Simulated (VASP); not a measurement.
# Hf (Fm-3m) in VASP: notebook

The runs below take Hf through electric field gradients, with LDA.

Program: VASP 6.6.1. These are calculated values, not measurements. Logs are shortened: lines on timing, memory, paths and dates and some standing lists are left out, and cuts for length are marked.

### Step 1. The cell of the first run

Symmetry: Fm-3m, No. 225, cubic system. The conventional cell has a = 4.349 Å, b = 4.349 Å, c = 4.349 Å, α = 90.00°, β = 90.00°, γ = 90.00°. Within 4.0 Å of Hf (site symmetry m-3m) lie 12 Hf at 3.08 Å.

### Step 2. Electric field gradients, LDA (volume scaled by 0.94)

Input file INCAR:

```
ALGO     = Normal         # electronic algorithm
EDIFF    = 1E-8           # SCF threshold, eV
ENCUT    = 520            # plane-wave cutoff, eV
ISIF     = 2              # what is computed and relaxed
ISMEAR   = -1             # smearing method
LASPH    = T              # aspherical terms in the spheres
LCHARG   = F              # write CHGCAR
LEFG     = T            
LREAL    = F              # projectors in reciprocal space
LWAVE    = F              # write WAVECAR
NBANDS   = 11             # bands
NELM     = 60             # most SCF steps
PREC     = Accurate       # precision mode
SIGMA    = 0.03           # smearing width, eV
```

Input file KPOINTS:

```
k-points
0
Gamma
  13 13 13
```

Input file POSCAR:

```
Hf
1.0
    0.0000000000      2.1746811614      2.1746811614
    2.1746811614      0.0000000000      2.1746811614
    2.1746811614      2.1746811614      0.0000000000
Hf
1
Direct
    0.0000000000      0.0000000000      0.0000000000
```

Potentials or basis: VASP PAW LDA potentials, release 64 (Hf_pv).

Launch:

```
> cat potpaw_LDA.64/Hf_pv/POTCAR > POTCAR
> mpirun -np 1 vasp_std > vasp.out
```

OUTCAR:

```text
EDIFF = 1E-8
   ENCUT = 520
   ISIF = 2
   ISMEAR = -1
   LASPH = T
   LREAL = F
   NELM = 60
   PREC = Accurate

 ion  position               nearest neighbor table
   1  0.000  0.000  0.000-

  LATTYP: Found a face centered cubic cell.
 ALAT       =     4.3493623228

  Lattice vectors:

 A1 = (   0.0000000000,   2.1746811614,   2.1746811614)
 A2 = (   2.1746811614,   0.0000000000,   2.1746811614)
 A3 = (   2.1746811614,   2.1746811614,   0.0000000000)

Analysis of symmetry for initial positions (statically):
=====================================================================
 Subroutine PRICEL returns:
 Original cell was already a primitive cell.

 Routine SETGRP: Setting up the symmetry group for a
 face centered cubic supercell.

 Subroutine GETGRP returns: Found 48 space group operations
 (whereof 48 operations were pure point group operations)
 out of a pool of 48 trial point group operations.

The static configuration has the point symmetry O_h .

Analysis of symmetry for dynamics (positions and initial velocities):
=====================================================================
 Subroutine PRICEL returns:
 Original cell was already a primitive cell.

 Routine SETGRP: Setting up the symmetry group for a
 face centered cubic supercell.

 Subroutine GETGRP returns: Found 48 space group operations
 (whereof 48 operations were pure point group operations)
 out of a pool of 48 trial point group operations.

The dynamic configuration has the point symmetry O_h .

 Subroutine INISYM returns: Found 48 space group operations
 (whereof 48 operations are pure point group operations),
 and found     1 'primitive' translations

----------------------------------------------------------------------------------------

                                     Primitive cell

  volume of cell :      20.5692

  direct lattice vectors                    reciprocal lattice vectors
     0.000000000  2.174681161  2.174681161    -0.229918762  0.229918762  0.229918762
     2.174681161  0.000000000  2.174681161     0.229918762 -0.229918762  0.229918762
     2.174681161  2.174681161  0.000000000     0.229918762  0.229918762 -0.229918762

  length of vectors
     3.075463592  3.075463592  3.075463592     0.398230977  0.398230977  0.398230977

  position of ions in fractional coordinates (direct lattice)
     0.000000000  0.000000000  0.000000000

  ion indices of the primitive-cell ions
   primitive index   ion index
                 1           1

----------------------------------------------------------------------------------------

 KPOINTS: k-points

Automatic generation of k-mesh.
 Grid dimensions read from file:
 generate k-points for:   13   13   13

 Generating k-lattice:

  Cartesian coordinates                     Fractional coordinates (reciprocal lattice)
    -0.017686059  0.017686059  0.017686059     0.076923077  0.000000000  0.000000000
     0.017686059 -0.017686059  0.017686059     0.000000000  0.076923077  0.000000000
     0.017686059  0.017686059 -0.017686059     0.000000000  0.000000000  0.076923077

  Length of vectors
     0.030633152  0.030633152  0.030633152

  Shift w.r.t. Gamma in fractional coordinates (k-lattice)
     0.000000000  0.000000000  0.000000000

 Subroutine IBZKPT returns following result:
 ===========================================

 Found     84 irreducible k-points:

 Following reciprocal coordinates:
            Coordinates               Weight
  0.000000  0.000000  0.000000      1.000000
  0.076923  0.000000  0.000000      8.000000
  0.153846  0.000000  0.000000      8.000000
  0.230769  0.000000  0.000000      8.000000
  0.307692  0.000000  0.000000      8.000000
  0.384615  0.000000  0.000000      8.000000
[... 16 lines left out ...]
  0.384615  0.153846  0.000000     24.000000
  0.461538  0.153846  0.000000     24.000000
 [... further k-points ...]
   k-points           NKPTS =     84   k-points in BZ     NKDIM =     84   number of bands    NBANDS=     11
   number of dos      NEDOS =    301   number of ions     NIONS =      1
   total plane-waves  NPLWV =  13824
   dimension x,y,z NGX =    24 NGY =   24 NGZ =   24
   dimension x,y,z NGXF=    48 NGYF=   48 NGZF=   48
   ions per type =               1
   NGX,Y,Z   is equivalent  to a cutoff of  12.97, 12.97, 12.97 a.u.
   NGXF,Y,Z  is equivalent  to a cutoff of  25.95, 25.95, 25.95 a.u.
 SYSTEM =  unknown system
   PREC   = accura    normal or accurate (medium, high low for compatibility)
   ISTART =      0    job   : 0-new  1-cont  2-samecut
   ICHARG =      2    charge: 1-file 2-atom 10-const
   ISPIN  =      1    spin polarized calculation?
   LNONCOLLINEAR =      F non collinear calculations
   LSORBIT =      F    spin-orbit coupling
   LASPH  =      T    aspherical Exc in radial PAW
   ENCUT  =  520.0 eV  38.22 Ry    6.18 a.u.   5.72  5.72  5.72*2*pi/ulx,y,z
   NELM   =     60;   NELMIN=  2; NELMDL= -5     # of ELM steps
   EDIFF  = 0.1E-07   stopping-criterion for ELM
   LREAL  =      F    real-space projection
   EDIFFG = 0.1E-06   stopping-criterion for IOM
   NSW    =      0    number of steps for IOM
   IBRION =     -1    ionic relax: 0-MD 1-quasi-New 2-CG
   NFREE  =      0    steps in history (QN), initial steepest desc. (CG)
   ISIF   =      2    stress and relaxation
   ISYM   =      2    0-nonsym 1-usesym 2-fastsym
   POTIM  = 0.5000    time-step for ionic-motion
   TEBEG  =    0.0;   TEEND  =   0.0 temperature during run
   PSTRESS=    0.0 pullay stress
   NELECT =      10.0000    total number of electrons
   NUPDOWN=      -1.0000    fix difference up-down
   EMIN   =  10.00;   EMAX   =-10.00  energy-range for DOS
   EFERMI =   0.00;   METHOD = LEGACY
   ISMEAR =    -1;   SIGMA  =   0.03  broadening in eV -4-tet -1-fermi 0-gaus
   EFERMI_NEDOS =   21; number of points for ismear=-14 and -15
   IALGO  =     38    algorithm
   IMIX   =      4    mixing-type and parameters
     AMIX     =   0.40;   BMIX     =  1.00
     AMIX_MAG =   1.60;   BMIX_MAG =  1.00
  volume/ion in A,a.u.               =      20.57       138.81
  Fermi-wavevector in a.u.,A,eV,Ry     =   1.287269  2.432585 22.545683  1.657061
  Thomas-Fermi vector in A             =   2.419293
   LORBIT       =      0    0 simple, 1 ext, 2 COOP (PROOUT), +10 PAW based schemes
   GGA     = CA    functional components
   LHFCALC =     F    Hartree Fock is set to
   AEXX    =    0.0000 exact exchange contribution
   IVDW    =     0    specifies the selected vdW correction
   LEPSILON=     F    determine dielectric tensor
   LRPA    =     F    only Hartree local field effects (RPA)
 non-spin polarized calculation
  energy-cutoff  :      520.00
  volume of cell :       20.57
 maximum number of plane-waves:       564
   NGX = 11   NGY = 11   NGZ = 11

 number of electron      10.0000001 magnetization

 Free energy of the ion-electron system (eV)
  ---------------------------------------------------
  ext. energy  EPLUGINS =         0.00000000
  ---------------------------------------------------
  free energy    TOTEN  =       -10.63017098 eV

  energy without entropy =      -10.62531716  energy(sigma->0) =      -10.62774407

 E-fermi :   5.2354     XC(G=0): -11.8601

 val. band max:        5.2130012698   @ k =  -0.3077   0.3077   0.0769
 cond. band min:       5.2434914450   @ k =   0.3846   0.0769   0.0000
 fundamental gap:      0.0304901752
 Fermi energy:         5.2353735329

 k-point     1 :       0.0000    0.0000    0.0000
  band No.  band energies     occupation
      1     -24.3384      2.00000
      2     -24.3384      2.00000
      3     -24.3384      2.00000
      4      -2.1973      2.00000
      5       6.5781      0.00000
      6       6.5781      0.00000
      7       6.5781      0.00000
      8       9.6435      0.00000
      9       9.6435      0.00000
     10      16.9229      0.00000
     11      17.6146      0.00000

 k-point     2 :       0.0769    0.0000    0.0000
  band No.  band energies     occupation
      1     -24.4066      2.00000
      2     -24.3468      2.00000
      3     -24.3468      2.00000
      4      -1.9674      2.00000
      5       6.3541      0.00000
      6       6.6869      0.00000
      7       6.6869      0.00000
      8       9.5217      0.00000
      9       9.5217      0.00000
     10      17.4249      0.00000
     11      17.6142      0.00000
[... 295 lines left out ...]
 k-point    24 :       0.4615    0.1538    0.0000
  band No.  band energies     occupation
      1     -25.2985      2.00000
      2     -24.6060      2.00000
      3     -24.5396      2.00000
      4       1.9432      2.00000
      5       4.8045      2.00000
      6       5.8659      0.00000
      7       7.2114      0.00000
      8      11.7290      0.00000
      9      12.1371      0.00000
     10      15.7093      0.00000
     11      17.6263      0.00000

 [... further k-points ...]
[... 5 lines left out ...]
  --------------------------------------------------------------------------------------
  -------------------------------------------------------------------------------------
  Total        0.1690320      0.1690320      0.1690320      0.0000000      0.0000000      0.0000000
  in kB       13.1662709     13.1662709     13.1662709      0.0000000      0.0000000      0.0000000
  external PRESSURE =      13.1662709 kB  Pullay stress =       0.0000000 kB

 VOLUME and BASIS-vectors are now :
 -----------------------------------------------------------------------------
  energy-cutoff  :      520.00
  volume of cell :       20.57
      direct lattice vectors                 reciprocal lattice vectors
     0.000000000  2.174681161  2.174681161    -0.229918762  0.229918762  0.229918762
     2.174681161  0.000000000  2.174681161     0.229918762 -0.229918762  0.229918762
     2.174681161  2.174681161  0.000000000     0.229918762  0.229918762 -0.229918762

 POSITION                                       TOTAL-FORCE (eV/Angst)
 -----------------------------------------------------------------------------------
      0.00000      0.00000      0.00000         0.000000     -0.000000     -0.000000
 -----------------------------------------------------------------------------------
    total drift:                                0.000000      0.000000     -0.000000

  FREE ENERGIE OF THE ION-ELECTRON SYSTEM (eV)
  ---------------------------------------------------
  free  energy   TOTEN  =       -10.6301709833 eV

  energy  without entropy=      -10.6253171558  energy(sigma->0) =      -10.62774407

 Electric field gradients (V/A^2)
---------------------------------------------------------------------
 ion       V_xx      V_yy      V_zz      V_xy      V_xz      V_yz
---------------------------------------------------------------------
   1      -0.000     0.000     0.000     0.000     0.000     0.000
---------------------------------------------------------------------

 Electric field gradients after diagonalization (V/A^2)
 (convention: |V_zz| > |V_xx| > |V_yy|)
----------------------------------------------------------------------
 ion       V_xx      V_yy      V_zz     asymmetry (V_yy - V_xx)/ V_zz
----------------------------------------------------------------------
   1      -0.000    -0.000     0.000       0.000
----------------------------------------------------------------------

           NMR quadrupolar parameters

 Cq : quadrupolar parameter    Cq=e*Q*V_zz/h
 eta: asymmetry parameters     (V_yy - V_xx)/ V_zz
 Q  : nuclear electric quadrupole moment in mb (millibarn)
----------------------------------------------------------------------
 ion       Cq(MHz)       eta       Q (mb)
----------------------------------------------------------------------
   1       0.000       0.000       1.000
----------------------------------------------------------------------
```

Run time: 5.9 s. Hardware: 1 thread of Intel Xeon 6975P-C, shared host; peak memory 0.14 GiB.

What came out:

```yaml
Free_energy: -10.6302 eV
Pressure: 1.3 GPa
Band_gap_on_the_k_mesh: zero (band 5 reaches 6.58 eV, above the bottom of band 6 at 4.63 eV)
```

Levels at points of the mesh, in eV from the Fermi level:
| k point | band 3 | band 4 | band 5 | band 6 | band 7 | band 8 |
| --- | --- | --- | --- | --- | --- | --- |
| (0.00, 0.00, 0.00) | -29.57 | -7.43 | 1.34 | 1.34 | 1.34 | 4.41 |

Caveat: without QUAD_EFG the Cq values of the log hold for a quadrupole moment of 1 mb, not for the nuclei; spin-orbit coupling is left out, which moves the levels of the heavy elements.

### Step 3. Electric field gradients, LDA (volume scaled by 0.94)

Input file INCAR:

```
SYSTEM = Hf
ALGO = Normal
EDIFF = 1E-8
ENCUT = 520
ISIF = 2
ISMEAR = -1
LASPH = .True.
LCHARG = .False.
LEFG = .True.
LREAL = .False.
LWAVE = .False.
NBANDS = 11
NELM = 80
PREC = Accurate
SIGMA = 0.03
```

Input file KPOINTS:

```
k-points
0
Gamma
  13 13 13
  0 0 0
```

POSCAR is that of step 2.

Potentials or basis: VASP PAW LDA potentials, release 64 (Hf_pv).

Launch:

```
> cat potpaw_LDA.64/Hf_pv/POTCAR > POTCAR
> mpirun -np 1 vasp_std > vasp.out
```

OUTCAR:

```text
SYSTEM = Hf
   EDIFF = 1E-8
   ENCUT = 520
   ISIF = 2
   ISMEAR = -1
   LASPH = .True.
   LREAL = .False.
   NELM = 80
   PREC = Accurate

 ion  position               nearest neighbor table
   1  0.000  0.000  0.000-

  LATTYP: Found a face centered cubic cell.
 ALAT       =     4.3493623228

  Lattice vectors:

 A1 = (   0.0000000000,   2.1746811614,   2.1746811614)
 A2 = (   2.1746811614,   0.0000000000,   2.1746811614)
 A3 = (   2.1746811614,   2.1746811614,   0.0000000000)

Analysis of symmetry for initial positions (statically):
=====================================================================
 Subroutine PRICEL returns:
 Original cell was already a primitive cell.

 Routine SETGRP: Setting up the symmetry group for a
 face centered cubic supercell.

 Subroutine GETGRP returns: Found 48 space group operations
 (whereof 48 operations were pure point group operations)
 out of a pool of 48 trial point group operations.

The static configuration has the point symmetry O_h .

Analysis of symmetry for dynamics (positions and initial velocities):
=====================================================================
 Subroutine PRICEL returns:
 Original cell was already a primitive cell.

 Routine SETGRP: Setting up the symmetry group for a
 face centered cubic supercell.

 Subroutine GETGRP returns: Found 48 space group operations
 (whereof 48 operations were pure point group operations)
 out of a pool of 48 trial point group operations.

The dynamic configuration has the point symmetry O_h .

 Subroutine INISYM returns: Found 48 space group operations
[... 149 lines left out ...]
 k-point     1 :       0.0000    0.0000    0.0000
  band No.  band energies     occupation
      1     -24.3384      2.00000
      2     -24.3384      2.00000
      3     -24.3384      2.00000
      4      -2.1973      2.00000
      5       6.5781      0.00000
      6       6.5781      0.00000
      7       6.5781      0.00000
      8       9.6435      0.00000
      9       9.6435      0.00000
     10      16.9229      0.00000
     11      17.6146      0.00000
[... 309 lines left out ...]
 k-point    24 :       0.4615    0.1538    0.0000
  band No.  band energies     occupation
      1     -25.2985      2.00000
      2     -24.6060      2.00000
      3     -24.5396      2.00000
      4       1.9432      2.00000
      5       4.8045      2.00000
      6       5.8659      0.00000
      7       7.2114      0.00000
      8      11.7290      0.00000
      9      12.1371      0.00000
     10      15.7093      0.00000
     11      17.6263      0.00000

 [... further k-points ...]
[... 5 lines left out ...]
  --------------------------------------------------------------------------------------
  -------------------------------------------------------------------------------------
  Total        0.1690320      0.1690320      0.1690320      0.0000000      0.0000000      0.0000000
  in kB       13.1662709     13.1662709     13.1662709      0.0000000      0.0000000      0.0000000
  external PRESSURE =      13.1662709 kB  Pullay stress =       0.0000000 kB

 VOLUME and BASIS-vectors are now :
 -----------------------------------------------------------------------------
  energy-cutoff  :      520.00
  volume of cell :       20.57
      direct lattice vectors                 reciprocal lattice vectors
     0.000000000  2.174681161  2.174681161    -0.229918762  0.229918762  0.229918762
     2.174681161  0.000000000  2.174681161     0.229918762 -0.229918762  0.229918762
     2.174681161  2.174681161  0.000000000     0.229918762  0.229918762 -0.229918762

 POSITION                                       TOTAL-FORCE (eV/Angst)
 -----------------------------------------------------------------------------------
      0.00000      0.00000      0.00000         0.000000     -0.000000     -0.000000
 -----------------------------------------------------------------------------------
    total drift:                                0.000000      0.000000     -0.000000

  FREE ENERGIE OF THE ION-ELECTRON SYSTEM (eV)
  ---------------------------------------------------
  free  energy   TOTEN  =       -10.6301709833 eV

  energy  without entropy=      -10.6253171558  energy(sigma->0) =      -10.62774407

 Electric field gradients (V/A^2)
---------------------------------------------------------------------
 ion       V_xx      V_yy      V_zz      V_xy      V_xz      V_yz
---------------------------------------------------------------------
   1      -0.000     0.000     0.000     0.000     0.000     0.000
---------------------------------------------------------------------

 Electric field gradients after diagonalization (V/A^2)
 (convention: |V_zz| > |V_xx| > |V_yy|)
----------------------------------------------------------------------
 ion       V_xx      V_yy      V_zz     asymmetry (V_yy - V_xx)/ V_zz
----------------------------------------------------------------------
   1      -0.000    -0.000     0.000       0.000
----------------------------------------------------------------------

           NMR quadrupolar parameters

 Cq : quadrupolar parameter    Cq=e*Q*V_zz/h
 eta: asymmetry parameters     (V_yy - V_xx)/ V_zz
 Q  : nuclear electric quadrupole moment in mb (millibarn)
----------------------------------------------------------------------
 ion       Cq(MHz)       eta       Q (mb)
----------------------------------------------------------------------
   1       0.000       0.000       1.000
----------------------------------------------------------------------
```

stdout:

```text
POSCAR found type information on POSCAR Hf
 POSCAR found :  1 types and       1 ions
 scaLAPACK will be used
 LDA part: xc-table for (Slater(with rela. corr.)+CA(PZ))
 , standard interpolation
 POSCAR, INCAR and KPOINTS ok, starting setup
 FFT: planning ... GRIDC
 FFT: planning ... GRID_SOFT
 FFT: planning ... GRID
 WAVECAR not read
 entering main loop
ion   1
```

It took 5.7 s on 1 thread of Intel Xeon 6975P-C, shared host; peak memory 0.14 GiB.

Results:

| Property | Result |
| --- | --- |
| Free energy | -10.6302 eV |
| Pressure | 1.3 GPa |
| Band gap on the k mesh | zero (band 5 reaches 6.58 eV, above the bottom of band 6 at 4.63 eV) |

Levels at points of the mesh, in eV from the Fermi level:
```
           k point  band 1  band 2  band 3  band 4  band 5  band 6  band 7  band 8  band 9  band 10
(0.00, 0.00, 0.00)  -29.57  -29.57  -29.57   -7.43    1.34    1.34    1.34    4.41    4.41    11.69
```

Caveat: without QUAD_EFG the Cq values of the log hold for a quadrupole moment of 1 mb, not for the nuclei; spin-orbit coupling is left out, which moves the levels of the heavy elements.

(Continued in part 2 of 2.)
